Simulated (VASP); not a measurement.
# InSb in VASP: further runs

Runs on InSb. Level: PBE. Tasks: single point.

Program: VASP 6.6.1. These are calculated values, not measurements. Logs are shortened: lines on timing, memory, paths and dates and some standing lists are left out, and cuts for length are marked.

## Step 1: The cell of the first run

The cell holds a slab with vacuum, 16 atoms: a = 9.162 Å, b = 9.162 Å, c = 15.675 Å, α = 90.00°, β = 90.00°, γ = 60.00°.

## Step 2: Single point, PBE

The input, INCAR:

```
SYSTEM = InSb
PREC = Accurate
ENCUT = 520
EDIFF = 1E-6
ISMEAR = -1
SIGMA = 0.15
LREAL = Auto
LASPH = .True.
NELM = 80
ALGO = Normal
ISIF = 2
LWAVE = .False.
LCHARG = .False.
GGA = PE
NBANDS = 86
```

The input, KPOINTS:

```
regular mesh
0
Gamma
  2 2 1
  0 0 0
```

The input, POSCAR:

```
InSb
1.0
    9.1615580000      0.0000000000      0.0000000000
    4.5807790000      7.9341420000      0.0000000000
    0.0000000000      0.0000000000     15.6752380000
In Sb
8 8
Direct
    0.0000000000      0.0000000000      0.0637948846
    0.9999929877      0.5000036551      0.0637948846
    0.5000022922      0.0000000000      0.0637948846
    0.5000016107      0.5000036551      0.0637948846
    0.5184733003      0.7432309631      0.3473695264
    0.5181092963      0.1282558341      0.3036253740
    0.1205888180      0.6352671782      0.3301449075
   -0.0738564201      0.1638236371      0.2742159322
    0.1857879508      0.1953582379      0.1645716639
    0.0989034127      0.6985254360      0.1480743068
    0.6804976225      0.1148454363      0.1534713540
    0.6957337009      0.6670034391      0.1675827825
    0.7487328400      0.8573957965      0.3912476480
    0.5742688643      0.4591800853      0.2764615121
    0.1694767396      0.9027567190      0.4055313227
    0.1697291724      0.2873782698      0.3492578550
```

Potentials or basis: VASP PAW PBE potentials, release 64 (In_d, Sb).

Run with:

```
$ cat potpaw_PBE.64/In_d/POTCAR potpaw_PBE.64/Sb/POTCAR > POTCAR
$ mpirun -np 1 vasp_std > vasp.out
```

OUTCAR:

```text
SYSTEM = InSb
   PREC = Accurate
   ENCUT = 520
   EDIFF = 1E-6
   ISMEAR = -1
   LREAL = Auto
   LASPH = .True.
   NELM = 80
   ISIF = 2
   GGA = PE

 ion  position               nearest neighbor table
   1  0.000  0.000  0.064-  10 2.77  11 2.93   9 3.41   8 3.55
   2  1.000  0.500  0.064-  10 2.74   9 2.90  12 2.91
   3  0.500  0.000  0.064-  11 2.75   9 2.97  12 3.11   6 3.97
   4  0.500  0.500  0.064-  12 3.31  11 3.37  14 3.39  10 3.45
   5  0.518  0.743  0.347-  14 2.63  13 2.87  15 2.92  12 3.15   6 3.59
   6  0.518  0.128  0.304-  13 2.70  11 2.75  16 2.86  14 3.35   9 3.54   5 3.59   8 3.94   3 3.97

   7  0.121  0.635  0.330-  10 2.90  15 2.95  16 3.00  13 3.12  14 3.73
   8  0.926  0.164  0.274-  14 3.00   9 3.06  15 3.10  11 3.14  16 3.19   1 3.55   6 3.94
   9  0.186  0.195  0.165-   2 2.90   3 2.97  16 3.00   8 3.06   1 3.41   6 3.54
  10  0.099  0.699  0.148-   2 2.74   1 2.77   7 2.90   4 3.45
  11  0.680  0.115  0.153-   3 2.75   6 2.75   1 2.93   8 3.14   4 3.37  14 3.40
  12  0.696  0.667  0.168-   2 2.91   3 3.11  14 3.15   5 3.15   4 3.31
  13  0.749  0.857  0.391-   6 2.70   5 2.87   7 3.12
  14  0.574  0.459  0.276-   5 2.63   8 3.00  12 3.15   6 3.35   4 3.39  11 3.40   7 3.73
  15  0.169  0.903  0.406-   5 2.92   7 2.95   8 3.10  16 3.63
  16  0.170  0.287  0.349-   6 2.86   9 3.00   7 3.00   8 3.19  15 3.63

  LATTYP: Found a hexagonal cell.
 ALAT       =     9.1615580292
 C/A-ratio  =     1.7109795026

  Lattice vectors:

 A1 = (  -4.5807790000,  -7.9341420000,   0.0000000000)
 A2 = (   9.1615580000,   0.0000000000,   0.0000000000)
 A3 = (   0.0000000000,   0.0000000000,  15.6752380000)

Analysis of symmetry for initial positions (statically):
=====================================================================
 Subroutine PRICEL returns:
 Original cell was already a primitive cell.

 Routine SETGRP: Setting up the symmetry group for a
 hexagonal supercell.

 Subroutine GETGRP returns: Found  1 space group operations
 (whereof  1 operations were pure point group operations)
 out of a pool of 24 trial point group operations.

The static configuration has the point symmetry C_1 .

Analysis of symmetry for dynamics (positions and initial velocities):
=====================================================================
 Subroutine PRICEL returns:
 Original cell was already a primitive cell.

 Routine SETGRP: Setting up the symmetry group for a
 hexagonal supercell.

 Subroutine GETGRP returns: Found  1 space group operations
 (whereof  1 operations were pure point group operations)
 out of a pool of 24 trial point group operations.

The dynamic configuration has the point symmetry C_1 .

 Subroutine INISYM returns: Found  1 space group operations
 (whereof  1 operations are pure point group operations),
 and found     1 'primitive' translations

----------------------------------------------------------------------------------------

                                     Primitive cell

  volume of cell :    1139.4190

  direct lattice vectors                    reciprocal lattice vectors
     9.161558000  0.000000000  0.000000000     0.109151740 -0.063018786  0.000000000
     4.580779000  7.934142000  0.000000000     0.000000000  0.126037573  0.000000000
     0.000000000  0.000000000 15.675238000     0.000000000  0.000000000  0.063794885

  length of vectors
     9.161558000  9.161558029 15.675238000     0.126037573  0.126037573  0.063794885

  position of ions in fractional coordinates (direct lattice)
     0.000000000  0.000000000  0.063794885
     0.999992988  0.500003655  0.063794885
     0.500002292  0.000000000  0.063794885
     0.500001611  0.500003655  0.063794885
     0.518473300  0.743230963  0.347369526
     0.518109296  0.128255834  0.303625374
[... 8 lines left out ...]
     0.169476740  0.902756719  0.405531323
     0.169729172  0.287378270  0.349257855

  ion indices of the primitive-cell ions
   primitive index   ion index
                 1           1
                 2           2
                 3           3
                 4           4
                 5           5
                 6           6
[... 8 lines left out ...]
                15          15
                16          16

----------------------------------------------------------------------------------------

 KPOINTS: regular mesh

Automatic generation of k-mesh.
 Grid dimensions read from file:
 generate k-points for:    2    2    1

 Generating k-lattice:

  Cartesian coordinates                     Fractional coordinates (reciprocal lattice)
     0.054575870 -0.031509393  0.000000000     0.500000000  0.000000000  0.000000000
     0.000000000  0.063018786  0.000000000     0.000000000  0.500000000  0.000000000
     0.000000000  0.000000000  0.063794885     0.000000000  0.000000000  1.000000000

  Length of vectors
     0.063018787  0.063018786  0.063794885

  Shift w.r.t. Gamma in fractional coordinates (k-lattice)
     0.000000000  0.000000000  0.000000000

 Subroutine IBZKPT returns following result:
 ===========================================

 Found      4 irreducible k-points:

 Following reciprocal coordinates:
            Coordinates               Weight
  0.000000  0.000000  0.000000      1.000000
  0.500000  0.000000  0.000000      1.000000
  0.500000  0.500000  0.000000      1.000000
  0.000000  0.500000  0.000000      1.000000
   k-points           NKPTS =      4   k-points in BZ     NKDIM =      4   number of bands    NBANDS=     86
   number of dos      NEDOS =    301   number of ions     NIONS =     16
   total plane-waves  NPLWV = 588000
   dimension x,y,z NGX =    70 NGY =   70 NGZ =  120
   dimension x,y,z NGXF=   140 NGYF=  140 NGZF=  240
   ions per type =               8   8
   NGX,Y,Z   is equivalent  to a cutoff of  12.70, 12.70, 12.73 a.u.
   NGXF,Y,Z  is equivalent  to a cutoff of  25.40, 25.40, 25.45 a.u.
 SYSTEM =  InSb
   PREC   = accura    normal or accurate (medium, high low for compatibility)
   ISTART =      0    job   : 0-new  1-cont  2-samecut
   ICHARG =      2    charge: 1-file 2-atom 10-const
   ISPIN  =      1    spin polarized calculation?
   LNONCOLLINEAR =      F non collinear calculations
   LSORBIT =      F    spin-orbit coupling
   LASPH  =      T    aspherical Exc in radial PAW
   ENCUT  =  520.0 eV  38.22 Ry    6.18 a.u.  17.03 17.03 29.15*2*pi/ulx,y,z
   NELM   =     80;   NELMIN=  2; NELMDL= -5     # of ELM steps
   EDIFF  = 0.1E-05   stopping-criterion for ELM
   LREAL  =      T    real-space projection
   EDIFFG = 0.1E-04   stopping-criterion for IOM
   NSW    =      0    number of steps for IOM
   IBRION =     -1    ionic relax: 0-MD 1-quasi-New 2-CG
   NFREE  =      0    steps in history (QN), initial steepest desc. (CG)
   ISIF   =      2    stress and relaxation
   ISYM   =      2    0-nonsym 1-usesym 2-fastsym
   POTIM  = 0.5000    time-step for ionic-motion
   TEBEG  =    0.0;   TEEND  =   0.0 temperature during run
   PSTRESS=    0.0 pullay stress
   NELECT =     144.0000    total number of electrons
   NUPDOWN=      -1.0000    fix difference up-down
   EMIN   =  10.00;   EMAX   =-10.00  energy-range for DOS
   EFERMI =   0.00;   METHOD = LEGACY
   ISMEAR =    -1;   SIGMA  =   0.15  broadening in eV -4-tet -1-fermi 0-gaus
   EFERMI_NEDOS =   21; number of points for ismear=-14 and -15
   IALGO  =     38    algorithm
   IMIX   =      4    mixing-type and parameters
     AMIX     =   0.40;   BMIX     =  1.00
     AMIX_MAG =   1.60;   BMIX_MAG =  1.00
  volume/ion in A,a.u.               =      71.21       480.57
  Fermi-wavevector in a.u.,A,eV,Ry     =   0.821551  1.552506  9.183198  0.674946
  Thomas-Fermi vector in A             =   1.932730
   LORBIT       =      0    0 simple, 1 ext, 2 COOP (PROOUT), +10 PAW based schemes
   GGA     = PE    functional components
   LHFCALC =     F    Hartree Fock is set to
   AEXX    =    0.0000 exact exchange contribution
   IVDW    =     0    specifies the selected vdW correction
   LEPSILON=     F    determine dielectric tensor
   LRPA    =     F    only Hartree local field effects (RPA)
 non-spin polarized calculation
  energy-cutoff  :      520.00
  volume of cell :     1139.42
 maximum number of plane-waves:     30680
 NGX is ok and might be reduce to    70
   NGX = 35   NGY = 35   NGZ = 59

 number of electron     143.9999999 magnetization

 Free energy of the ion-electron system (eV)
  ---------------------------------------------------
  ext. energy  EPLUGINS =         0.00000000
  ---------------------------------------------------
  free energy    TOTEN  =       -48.64961833 eV

  energy without entropy =      -47.98232626  energy(sigma->0) =      -48.31597230

 E-fermi :   0.2190     XC(G=0):  -5.0053

 val. band max:        0.2019995364   @ k =   0.0000   0.5000   0.0000
 cond. band min:       0.2512152625   @ k =   0.5000   0.5000   0.0000
 fundamental gap:      0.0492157261
 Fermi energy:         0.2189634238

 k-point     1 :       0.0000    0.0000    0.0000
  band No.  band energies     occupation
      1     -14.5175      2.00000
      2     -14.4876      2.00000
      3     -14.4701      2.00000
      4     -14.4318      2.00000
      5     -14.4179      2.00000
      6     -14.3832      2.00000
[... 76 lines left out ...]
     83       2.3914      0.00000
     84       2.6775      0.00000

 k-point     2 :       0.5000    0.0000    0.0000
  band No.  band energies     occupation
      1     -14.5172      2.00000
      2     -14.4869      2.00000
      3     -14.4702      2.00000
      4     -14.4315      2.00000
      5     -14.4159      2.00000
      6     -14.3830      2.00000
[... 76 lines left out ...]
     83       2.7607      0.00000
     84       2.8022      0.00000

 k-point     3 :       0.5000    0.5000    0.0000
  band No.  band energies     occupation
      1     -14.5142      2.00000
      2     -14.4890      2.00000
      3     -14.4655      2.00000
      4     -14.4334      2.00000
      5     -14.4159      2.00000
      6     -14.3838      2.00000
[... 76 lines left out ...]
     83       2.7602      0.00000
     84       2.9097      0.00000

 k-point     4 :       0.0000    0.5000    0.0000
  band No.  band energies     occupation
      1     -14.5145      2.00000
      2     -14.4896      2.00000
      3     -14.4651      2.00000
      4     -14.4337      2.00000
      5     -14.4182      2.00000
      6     -14.3839      2.00000
[... 76 lines left out ...]
     83       2.7799      0.00000
     84       2.8779      0.00000
 [bands above 84 left out]

------------------------ aborting loop because EDIFF is reached ----------------------------------------

  FORCE on cell =-STRESS in cart. coord.  units (eV):
  Direction    XX          YY          ZZ          XY          YZ          ZX
  --------------------------------------------------------------------------------------
  -------------------------------------------------------------------------------------
  Total        0.9850234      6.2298074      2.7593966      2.7150640      1.6973645      1.6556185
  in kB        1.3850763      8.7599526      3.8800852      3.8177476      2.3867243      2.3280238
  external PRESSURE =       4.6750380 kB  Pullay stress =       0.0000000 kB

 VOLUME and BASIS-vectors are now :
 -----------------------------------------------------------------------------
  energy-cutoff  :      520.00
  volume of cell :     1139.42
      direct lattice vectors                 reciprocal lattice vectors
     9.161558000  0.000000000  0.000000000     0.109151740 -0.063018786  0.000000000
     4.580779000  7.934142000  0.000000000     0.000000000  0.126037573  0.000000000
     0.000000000  0.000000000 15.675238000     0.000000000  0.000000000  0.063794885

 POSITION                                       TOTAL-FORCE (eV/Angst)
 -----------------------------------------------------------------------------------
      0.00000      0.00000      1.00000         0.723056      0.815372     -0.510739
     11.45190      3.96710      1.00000        -0.498663     -0.505078     -0.327797
      4.58080      0.00000      1.00000        -0.811191     -0.593056     -0.569625
      6.87120      3.96710      1.00000        -0.091666      0.031941      0.490245
      8.15460      5.89690      5.44510         0.474940      1.653813      0.805704
      5.33420      1.01760      4.75940        -0.543537      0.645246      0.375399
[... 8 lines left out ...]
      5.68800      7.16260      6.35680        -0.185754      0.097185     -0.228769
      2.87140      2.28010      5.47470         0.454276      0.242073     -0.205652
 -----------------------------------------------------------------------------------
    total drift:                                0.009370     -0.015252     -0.041095

  FREE ENERGIE OF THE ION-ELECTRON SYSTEM (eV)
  ---------------------------------------------------
  free  energy   TOTEN  =       -48.6496183319 eV

  energy  without entropy=      -47.9823262618  energy(sigma->0) =      -48.31597230
```

It took 13 min on 1 thread of Intel Xeon Platinum 8488C (Sapphire Rapids), shared host; peak memory 1.1 GiB.

Results:

```
Free energy            : -48.6496 eV
Largest force          : 1.900 eV/Å
Band gap on the k mesh : zero (filled and empty bands touch)
```

Forces on the atoms (eV/Å):
```
In   0.723  0.815 -0.511
In  -0.499 -0.505 -0.328
In  -0.811 -0.593 -0.570
In  -0.092  0.032  0.490
In   0.475  1.654  0.806
In  -0.544  0.645  0.375
In  -0.246  0.095  0.033
In   0.195 -0.363  0.238
Sb  -0.584 -0.067  0.198
Sb   0.741 -0.362  0.570
Sb   0.785  0.487 -0.302
Sb  -0.475  0.063  0.171
Sb   0.186 -0.917  0.377
Sb  -0.123 -1.323 -1.114
Sb  -0.186  0.097 -0.229
Sb   0.454  0.242 -0.206
```

Caveat: the k points lie up to 0.40 Å⁻¹ apart; there is no dipole correction, which matters where the two faces differ; spin-orbit coupling is left out, which moves the levels of the heavy elements.

## Step 3: Single point, PBE

The input, INCAR:

```
SYSTEM = InSb
PREC     = Accurate       ! precision mode
ENCUT    = 520            ! plane-wave cutoff, eV
EDIFF    = 1E-7           ! SCF threshold, eV
ISMEAR   = -1             ! smearing method
SIGMA    = 0.15           ! smearing width, eV
LREAL    = Auto         
LASPH    = .TRUE.         ! aspherical terms in the spheres
NELM     = 100            ! most SCF steps
ALGO     = Normal         ! electronic algorithm
ISIF     = 2              ! what is computed and relaxed
LWAVE    = .FALSE.        ! write WAVECAR
LCHARG   = .FALSE.        ! write CHGCAR
GGA      = PE             ! functional
NBANDS   = 86             ! bands
```

The input, KPOINTS:

```
Automatic mesh
0
G
  2 2 1
  0 0 0
```

The input, POSCAR:

```
InSb
1.0
    9.1615580000      0.0000000000      0.0000000000
    4.5807790000      7.9341420000      0.0000000000
    0.0000000000      0.0000000000     15.6752380000
In Sb
8 8
Direct
    0.0000000000      0.0000000000      0.0637948846
    0.9999929877      0.5000036551      0.0637948846
    0.5000022922      0.0000000000      0.0637948846
    0.5000016107      0.5000036551      0.0637948846
    0.3824574931      0.8457499248      0.3546485227
    0.4954652762      0.1488755810      0.3331177492
    0.0611360299      0.6384937401      0.3614937138
   -0.0746217591      0.1059975987      0.2752047529
    0.1439185404      0.1841787051      0.1790786207
    0.2030919316      0.6422622635      0.1945871571
    0.6375836497      0.1787338820      0.1455735473
    0.6527439478      0.7031005999      0.1982362245
    0.6854579810      0.8506275789      0.4068646358
    0.4906694380      0.4844380148      0.2679704130
    0.0859739564      0.9413998388      0.4505832703
    0.1259036337      0.2869875533      0.3763068861
```

Potentials or basis: VASP PAW PBE potentials, release 64 (In_d, Sb).

Run with:

```
$ cat potpaw_PBE.64/In_d/POTCAR potpaw_PBE.64/Sb/POTCAR > POTCAR
$ mpirun -np 1 vasp_std > vasp.out
```

It took 14 min on 1 thread of Intel Xeon Platinum 8488C (Sapphire Rapids), shared host; peak memory 1.1 GiB.

It converged, with:

```yaml
Free_energy: -48.1764 eV
Largest_force: 3.441 eV/Å
Band_gap_on_the_k_mesh: zero (bands 72 and 73 overlap by 0.08 eV)
```

Forces on the atoms (eV/Å):
```
In   0.113 -0.143  0.220
In  -0.044  0.119  0.438
In  -0.806 -0.465  0.160
In   0.315  0.805 -0.329
In   0.167 -0.123 -0.254
In  -0.278  1.215 -0.709
In  -0.200  0.411  0.264
In  -0.206 -0.475  0.581
Sb   0.686  0.286  0.312
Sb  -2.510  1.731 -1.596
Sb   0.289 -0.747  0.848
Sb  -0.165  0.026  0.064
Sb   0.243 -1.139  0.221
Sb   2.482 -1.022  1.341
Sb  -0.404 -0.168 -0.732
Sb   0.317 -0.312 -0.828
```

Levels at points of the mesh, in eV from the Fermi level:
| k point | band 70 | band 71 | band 72 | band 73 | band 74 | band 75 |
| --- | --- | --- | --- | --- | --- | --- |
| (0.00, 0.00, 0.00) | -0.44 | -0.30 | -0.11 | 0.16 | 0.33 | 0.41 |
| (0.50, 0.00, 0.00) | -0.69 | -0.30 | -0.09 | -0.04 | 0.37 | 0.44 |
| (0.50, 0.50, 0.00) | -0.57 | -0.37 | 0.04 | 0.06 | 0.34 | 0.50 |
| (0.00, 0.50, 0.00) | -0.63 | -0.56 | -0.20 | 0.26 | 0.39 | 0.47 |

Caveat: the k points lie up to 0.40 Å⁻¹ apart; there is no dipole correction, which matters where the two faces differ; spin-orbit coupling is left out, which moves the levels of the heavy elements.

The gap in the log of VASP goes by the Fermi energy; the results here count the filled bands.